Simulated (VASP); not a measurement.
The system is Fe.

```
Fe
1.0
     1.56303    0.90242    2.89845
    -1.56303    0.90242    2.89845
     0.00000   -1.80483    2.89845
Fe
2
Direct
  0.22754 0.22754 0.22754
  0.77246 0.77246 0.77246
```

- Program: VASP 6.6.1
- Task: relaxation of cell and atoms
- Functional: PBEsol
- Potentials or basis: VASP PAW PBE potentials, release 64 (Fe)
- Cutoff: 600 eV
- k mesh: 6 × 6 × 6
- Occupations: gaussian, width 0.1 eV
- Spin: collinear spin, ferromagnetic start
- Starting moments: [1.37, 1.37] μB

At the start: pressure -0.4 GPa; volume 12.26 Å³/atom.

Question: Where does the relaxation end?

Answer: Over 26 steps the energy falls by 1004.8 meV/atom and the volume is 9.87 Å³/atom (-19.5 %); space group R-3m (No. 166, to 0.1 Å) before, Fm-3m (No. 225, to 0.1 Å); moment 0.00 μB per cell.

The path:
```
step  energy change (eV)  largest force (eV/Å)  pressure (GPa)  volume (Å³)
   1              0.0000                1.4206           -0.45        24.53
   2             -0.3197                2.1560            4.48        24.41
   3             -0.4705                1.5304            6.16        24.05
   4             -0.6121                0.2420            4.64        24.20
   5             -0.6921                0.8843           -2.06        25.01
   6             -0.6926                1.0334           -2.84        25.13
   7             -0.8212                1.2004           -5.44        25.25
   8             -1.2291                1.6277          -12.27        25.26
   9             -1.3833                1.0865          -25.13        23.90
  10             -1.4533                0.9282          -19.84        23.22
  11             -1.4550                0.9063          -19.03        23.15
  12             -1.5352                1.1260          -15.95        22.66
  13             -1.7092                1.7654           -4.69        21.23
  14             -1.5906                3.0495           36.15        18.48
  15             -1.7449                2.2496            5.36        20.32
  16             -1.8409                1.7039            5.07        20.05
  17             -1.9718                0.6615            8.21        19.31
  18             -1.9721                0.4363           10.13        19.20
  19             -1.9728                0.5367            9.03        19.25
  20             -2.0025                0.3102            0.07        19.74
  21             -2.0039                0.2553           -2.28        19.88
  22             -2.0075                0.1780           -0.79        19.79
  23             -2.0087                0.1145            0.23        19.72
  24             -2.0088                0.0957            0.58        19.70
  25             -2.0094                0.0517            0.11        19.72
  26             -2.0096                0.0091           -0.15        19.74
```

Final structure:
```
Fe
1.0
     1.20607    0.69632    3.91732
    -1.20607    0.69632    3.91732
     0.00000   -1.39265    3.91732
Fe
2
Direct
  0.25008 0.25008 0.25008
  0.74992 0.74992 0.74992
```

Caveat: the k points lie up to 0.51 Å⁻¹ apart in the final cell, too coarse for converged energies and pressures of a metal; the volume moved by over 15 % at a fixed basis, so the end points are rough; the PAW data sets were made with another functional, which shifts forces and pressure a little.
